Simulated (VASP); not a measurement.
# RuRhC4N4 (P-43m) in VASP: a series of runs, part 2 of 2

VASP 6.6.1.

## Step 3: Single point, PBE, collinear spin, ferromagnetic start

This run uses another cell than the first one, of 20.40 Å³/atom.

INCAR

```
SYSTEM = RuRhC4N4
  ALGO = Normal
  EDIFF = 1E-7
  ENCUT = 520
  GGA = PE
  ISIF = 2
  ISMEAR = 0
  ISPIN = 2
  LASPH = .TRUE.
  LCHARG = .TRUE.
  LELF = .TRUE.
  LMAXMIX = 4
  LORBIT = 11
  LREAL = .FALSE.
  LVHAR = .TRUE.
  LWAVE = .FALSE.
  MAGMOM = 1 1 0 0 0 0 0 0 0 0
  NBANDS = 48
  NELM = 150
  PREC = Accurate
  SIGMA = 0.1
```

KPOINTS

```
k-points
0
G
  4 4 4
  0 0 0
```

POSCAR

```
RuRhC4N4
1.0
    5.8871177530      0.0000000000      0.0000000000
    0.0000000000      5.8871177530      0.0000000000
    0.0000000000      0.0000000000      5.8871177530
Ru Rh C N
1 1 4 4
Direct
    0.0000000000      0.0000000000      0.0000000000
    0.5000000000      0.5000000000      0.5000000000
    0.1884437309      0.1884437309      0.1884437309
    0.1884437309      0.8115562691      0.8115562691
    0.8115562691      0.1884437309      0.8115562691
    0.8115562691      0.8115562691      0.1884437309
    0.3050508524      0.3050508524      0.3050508524
    0.3050508524      0.6949491476      0.6949491476
    0.6949491476      0.3050508524      0.6949491476
    0.6949491476      0.6949491476      0.3050508524
```

Potentials or basis: VASP PAW PBE potentials, release 64 (Ru_pv, Rh_pv, C, N).

Started as:

```bash
$ cat potpaw_PBE.64/Ru_pv/POTCAR potpaw_PBE.64/Rh_pv/POTCAR potpaw_PBE.64/C/POTCAR potpaw_PBE.64/N/POTCAR > POTCAR
$ mpirun -np 1 vasp_std > vasp.out
```

OUTCAR:

```text
SYSTEM = RuRhC4N4
   EDIFF = 1E-7
   ENCUT = 520
   GGA = PE
   ISIF = 2
   ISMEAR = 0
   ISPIN = 2
   LASPH = .TRUE.
   LORBIT = 11
   LREAL = .FALSE.
   NELM = 150
   PREC = Accurate

 ion  position               nearest neighbor table
   1  0.000  0.000  0.000-   3 1.92   4 1.92   5 1.92   6 1.92
   2  0.500  0.500  0.500-   7 1.99   8 1.99   9 1.99  10 1.99
   3  0.188  0.188  0.188-   7 1.19   1 1.92
   4  0.188  0.812  0.812-   8 1.19   1 1.92
   5  0.812  0.188  0.812-   9 1.19   1 1.92
   6  0.812  0.812  0.188-  10 1.19   1 1.92
   7  0.305  0.305  0.305-   3 1.19   2 1.99
   8  0.305  0.695  0.695-   4 1.19   2 1.99
   9  0.695  0.305  0.695-   5 1.19   2 1.99
  10  0.695  0.695  0.305-   6 1.19   2 1.99

  LATTYP: Found a simple cubic cell.
 ALAT       =     5.8871177530

  Lattice vectors:

 A1 = (   5.8871177530,   0.0000000000,   0.0000000000)
 A2 = (   0.0000000000,   5.8871177530,   0.0000000000)
 A3 = (   0.0000000000,   0.0000000000,   5.8871177530)

Analysis of symmetry for initial positions (statically):
=====================================================================
 Subroutine PRICEL returns:
 Original cell was already a primitive cell.

 Routine SETGRP: Setting up the symmetry group for a
 simple cubic supercell.

 Subroutine GETGRP returns: Found 24 space group operations
 (whereof 24 operations were pure point group operations)
 out of a pool of 48 trial point group operations.

The static configuration has the point symmetry T_d .

Analysis of symmetry for dynamics (positions and initial velocities):
=====================================================================
 Subroutine PRICEL returns:
 Original cell was already a primitive cell.

 Routine SETGRP: Setting up the symmetry group for a
[... 653 lines left out ...]
  band No.  band energies     occupation
      1     -46.3208      1.00000
      2     -46.3208      1.00000
      3     -46.3208      1.00000
      4     -43.5130      1.00000
      5     -43.5129      1.00000
      6     -43.5129      1.00000
[... 459 lines left out ...]
     43       5.5899      0.00000
     44       5.5899      0.00000
 [bands above 44 left out]

------------------------ aborting loop because EDIFF is reached ----------------------------------------

  FORCE on cell =-STRESS in cart. coord.  units (eV):
  Direction    XX          YY          ZZ          XY          YZ          ZX
  --------------------------------------------------------------------------------------
  -------------------------------------------------------------------------------------
  Total        0.2201199      0.2201199      0.2201199      0.0000000      0.0000000      0.0000000
  in kB        1.7284694      1.7284694      1.7284694      0.0000000      0.0000000      0.0000000
  external PRESSURE =       1.7284694 kB  Pullay stress =       0.0000000 kB

 VOLUME and BASIS-vectors are now :
 -----------------------------------------------------------------------------
  energy-cutoff  :      520.00
  volume of cell :      204.04
      direct lattice vectors                 reciprocal lattice vectors
     5.887117753  0.000000000  0.000000000     0.169862408  0.000000000  0.000000000
     0.000000000  5.887117753  0.000000000     0.000000000  0.169862408  0.000000000
     0.000000000  0.000000000  5.887117753     0.000000000  0.000000000  0.169862408

 POSITION                                       TOTAL-FORCE (eV/Angst)
 -----------------------------------------------------------------------------------
      0.00000      0.00000      0.00000         0.000000      0.000000      0.000000
      2.94356      2.94356      2.94356         0.000000      0.000000      0.000000
      1.10939      1.10939      1.10939        -0.170190     -0.170190     -0.170190
      1.10939      4.77773      4.77773        -0.170190      0.170190      0.170190
      4.77773      1.10939      4.77773         0.170190     -0.170190      0.170190
      4.77773      4.77773      1.10939         0.170190      0.170190     -0.170190
      1.79587      1.79587      1.79587         0.187822      0.187822      0.187822
      1.79587      4.09125      4.09125         0.187822     -0.187822     -0.187822
      4.09125      1.79587      4.09125        -0.187822      0.187822     -0.187822
      4.09125      4.09125      1.79587        -0.187822     -0.187822      0.187822
 -----------------------------------------------------------------------------------
    total drift:                                0.000000      0.000000      0.000000

  FREE ENERGIE OF THE ION-ELECTRON SYSTEM (eV)
  ---------------------------------------------------
  free  energy   TOTEN  =       -79.4823233933 eV

  energy  without entropy=      -79.4725883251  energy(sigma->0) =      -79.47745586

 total charge

# of ion       s       p       d       tot
------------------------------------------
    1        0.446   6.381   6.058  12.885
    2        0.328   6.341   6.943  13.612
    3        0.944   1.632   0.000   2.576
    4        0.944   1.632   0.000   2.576
    5        0.944   1.632   0.000   2.576
    6        0.944   1.632   0.000   2.576
    7        1.296   2.550   0.000   3.847
    8        1.296   2.550   0.000   3.847
    9        1.296   2.550   0.000   3.847
   10        1.296   2.550   0.000   3.847
--------------------------------------------------
tot          9.734  29.452  13.001  52.187

 magnetization (x)

# of ion       s       p       d       tot
------------------------------------------
    1       -0.000  -0.059  -0.251  -0.310
    2        0.004   0.054   1.226   1.285
    3       -0.000   0.018   0.000   0.017
    4       -0.000   0.018   0.000   0.017
    5       -0.000   0.018   0.000   0.017
    6       -0.000   0.018   0.000   0.017
    7        0.011  -0.004   0.000   0.007
    8        0.011  -0.004   0.000   0.007
    9        0.011  -0.004   0.000   0.007
   10        0.011  -0.004   0.000   0.007
--------------------------------------------------
tot          0.047   0.052   0.976   1.074
```

OSZICAR:

```text
N       E                     dE             d eps       ncg     rms          rms(c)
DAV:   1     0.486119783515E+03    0.48612E+03   -0.33832E+04  2152   0.121E+03
DAV:   2    -0.513594914624E+02   -0.53748E+03   -0.51136E+03  2320   0.323E+02
DAV:   3    -0.916524605969E+02   -0.40293E+02   -0.39238E+02  2296   0.861E+01
DAV:   4    -0.925140218019E+02   -0.86156E+00   -0.85758E+00  2136   0.137E+01
[... 11 lines left out ...]
DAV:  16    -0.794823207845E+02   -0.23874E-04   -0.94158E-05  2344   0.532E-02    0.356E-02
DAV:  17    -0.794823237789E+02   -0.29943E-05   -0.99627E-06  2448   0.166E-02    0.287E-02
DAV:  18    -0.794823238300E+02   -0.51180E-07   -0.29065E-06  2184   0.924E-03    0.149E-02
DAV:  19    -0.794823233558E+02    0.47427E-06   -0.18320E-06  2272   0.750E-03    0.465E-03
DAV:  20    -0.794823233933E+02   -0.37514E-07   -0.18651E-07  1592   0.221E-03
   1 F= -.79482323E+02 E0= -.79477456E+02  d E =-.973507E-02  mag=     1.0000
```

It took 2.4 min on 1 thread of Intel Xeon 6975P-C (Granite Rapids), shared host; peak memory 0.48 GiB.

Results:

| Property | Result |
| --- | --- |
| Free energy | -79.4823 eV |
| Pressure | 0.2 GPa |
| Largest force | 0.325 eV/Å |
| Band gap on the k mesh | zero (filled and empty bands overlap) |
| Net moment | 1.00 μB per cell |
| Site moments | Ru -0.31; Rh +1.28; C +0.02; N +0.01 μB |
| Valence electrons inside the program's atomic spheres | Ru 12.88; Rh 13.61; C 2.58; N 3.85 |

Forces in eV/Å, atoms in the order of the input:
```
Ru   0.000  0.000  0.000
Rh   0.000  0.000  0.000
C   -0.170 -0.170 -0.170
C   -0.170  0.170  0.170
C    0.170 -0.170  0.170
C    0.170  0.170 -0.170
N    0.188  0.188  0.188
N    0.188 -0.188 -0.188
N   -0.188  0.188 -0.188
N   -0.188 -0.188  0.188
```

Levels at points of the mesh, in eV from the Fermi level:
Spin up:
```
           k point  band 29  band 30  band 31  band 32  band 33  band 34  band 35  band 36  band 37  band 38
(0.00, 0.00, 0.00)    -0.89    -0.89    -0.88    -0.88    -0.88     0.23     0.23     0.23     4.51     4.51
(0.50, 0.00, 0.00)    -1.76    -1.74    -1.09    -1.09    -0.28     0.51     0.70     0.70     4.28     4.28
(0.50, 0.50, 0.00)    -1.74    -1.72    -0.96    -0.96    -0.29     0.57     0.58     0.58     4.38     4.38
(0.50, 0.50, 0.50)    -0.81    -0.81    -0.73    -0.73    -0.73     0.28     0.28     0.28     4.41     4.41
```
Spin down:
```csv
k point,band 28,band 29,band 30,band 31,band 32,band 33,band 34,band 35,band 36,band 37
"(0.00, 0.00, 0.00)",-2.81,-0.64,-0.64,-0.51,-0.51,-0.51,0.54,0.54,0.54,4.49
"(0.50, 0.00, 0.00)",-1.87,-1.81,-1.32,-0.65,-0.65,0.40,0.54,0.93,0.93,4.38
"(0.50, 0.50, 0.00)",-1.81,-1.76,-1.29,-0.47,-0.47,0.45,0.54,0.77,0.77,4.47
"(0.50, 0.50, 0.50)",-2.82,-0.57,-0.57,-0.24,-0.24,-0.24,0.48,0.48,0.48,4.40
```
